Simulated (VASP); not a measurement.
Write the native input for VASP 6.6.1 that does the following.

```
Task                   : single point
Functional             : r2SCAN
Dispersion             : D4
Potentials or basis    : VASP PAW PBE potentials, release 64 (Si)
Cutoff                 : 550 eV
k mesh                 : 6 × 6 × 6
Occupations            : gaussian, width 0.01 eV
Spin                   : no spin polarisation
Dipole correction      : no
Further INCAR settings : ALGO = Normal; EDIFF = 1e-06; NBANDS = 11
```

The system is Si.

```
CELL_PARAMETERS angstrom
0.00000 2.67689 2.67689
2.67689 0.00000 2.67689
2.67689 2.67689 0.00000
ATOMIC_POSITIONS crystal
Si 0.75000 0.75000 0.75000
Si 0.50000 0.50000 0.50000
```

These files were run (other wordings do the same):

POSCAR

```
Si
1.0
    0.0000000000      2.6768857746      2.6768857746
    2.6768857746      0.0000000000      2.6768857746
    2.6768857746      2.6768857746      0.0000000000
Si
2
Direct
    0.7500000000      0.7500000000      0.7500000000
    0.5000000000      0.5000000000      0.5000000000
```

INCAR.step1

```
SYSTEM = Si
PREC     = Accurate       ! precision mode
ENCUT    = 550            ! plane-wave cutoff, eV
ISMEAR   = 0              ! smearing method
SIGMA    = 0.01           ! smearing width, eV
LREAL    = .False.        ! projectors in reciprocal space
LASPH    = .True.         ! aspherical terms in the spheres
NELM     = 120            ! most SCF steps
NBANDS   = 11             ! bands
GGA      = PE             ! functional
ALGO     = Normal         ! electronic algorithm
EDIFF    = 1E-5           ! SCF threshold, eV
LWAVE    = .True.         ! write WAVECAR
LCHARG   = .False.        ! write CHGCAR
GGA_COMPAT= .False.
```

INCAR.step2

```
SYSTEM = Si
PREC     = Accurate       ! precision mode
ENCUT    = 550            ! plane-wave cutoff, eV
EDIFF    = 1E-6           ! SCF threshold, eV
ISMEAR   = 0              ! smearing method
SIGMA    = 0.01           ! smearing width, eV
LREAL    = .False.        ! projectors in reciprocal space
LASPH    = .True.         ! aspherical terms in the spheres
NELM     = 120            ! most SCF steps
ALGO     = Normal         ! electronic algorithm
ISIF     = 2              ! what is computed and relaxed
LWAVE    = .False.        ! write WAVECAR
LCHARG   = .False.        ! write CHGCAR
METAGGA  = R2SCAN         ! meta-GGA
LMIXTAU  = .True.       
IVDW     = 13             ! dispersion correction
VDW_S6   = 1.0          
VDW_S8   = 0.6018749    
VDW_A1   = 0.51559235   
VDW_A2   = 5.77342911   
NBANDS   = 11             ! bands
ISTART   = 1            
GGA_COMPAT= .False.
```

KPOINTS

```
regular mesh
0
Gamma
  6 6 6
  0 0 0
```

Potentials or basis: VASP PAW PBE potentials, release 64 (Si).

Launch:

```sh
$ cat potpaw_PBE.64/Si/POTCAR > POTCAR
$ cp INCAR.step1 INCAR
$ mpirun -np 1 vasp_std > vasp.out
$ cp INCAR.step2 INCAR
$ mpirun -np 1 vasp_std > vasp.out
```

Results of the run:

```json
{"Pressure": "4.3 GPa", "Band gap on the k mesh": "0.83 eV, indirect (least direct gap 2.78 eV)", "Dispersion energy per atom": "-0.124 eV"}
```

Caveat: the PAW data sets were made with another functional, which shifts forces and pressure a little.

Run time: 15 s on 1 thread of Intel(R) Xeon(R) 6975P-C (Granite Rapids) (shared host), peak memory 0.15 GiB.
